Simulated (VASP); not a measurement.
MnO:

```
CELL_PARAMETERS angstrom
0.00000 2.22391 2.22391
2.22391 0.00000 2.22391
2.22391 2.22391 0.00000
ATOMIC_POSITIONS crystal
Mn 0.00000 0.00000 0.00000
O 0.50000 0.50000 0.50000
```

* Program: VASP 6.6.1
* Task: relaxation of cell and atoms
* Functional: BLYP
* Potentials or basis: VASP PAW PBE potentials, release 64 (Mn_pv, O)
* Cutoff: 600 eV
* k mesh: 10 × 10 × 10
* Occupations: fermi-dirac, width 0.05 eV
* Spin: collinear spin, ferromagnetic start
* Starting moments: [4.0, 0.0] μB

At the start: pressure 3.7 GPa; volume 11.00 Å³/atom.

Question: How do energy, volume and symmetry change on relaxing?

Answer: Over 3 steps the energy falls by 4.9 meV/atom and the volume is 11.39 Å³/atom (+3.6 %); space group Fm-3m (No. 225, to 0.1 Å) before and after; moment 4.80 μB per cell.

Step by step:
| step | energy change (eV) | largest force (eV/Å) | pressure (GPa) | volume (Å³) |
| --- | --- | --- | --- | --- |
| 1 | 0.0000 | 0.0000 | 3.73 | 22.00 |
| 2 | -0.0098 | 0.0000 | -0.24 | 22.82 |
| 3 | -0.0098 | 0.0000 | -0.04 | 22.78 |

Final structure:
```xyz
2
Lattice="0.0000 2.2501 2.2501 2.2501 0.0000 2.2501 2.2501 2.2501 0.0000" Properties=species:S:1:pos:R:3 pbc="T T T"
Mn    0.0000    0.0000    0.0000
O     2.2501    2.2501    2.2501
```

Caveat: the PAW data sets were made with another functional, which shifts forces and pressure a little; a cell with one magnetic atom can't hold antiferromagnetic order, which such compounds often take.
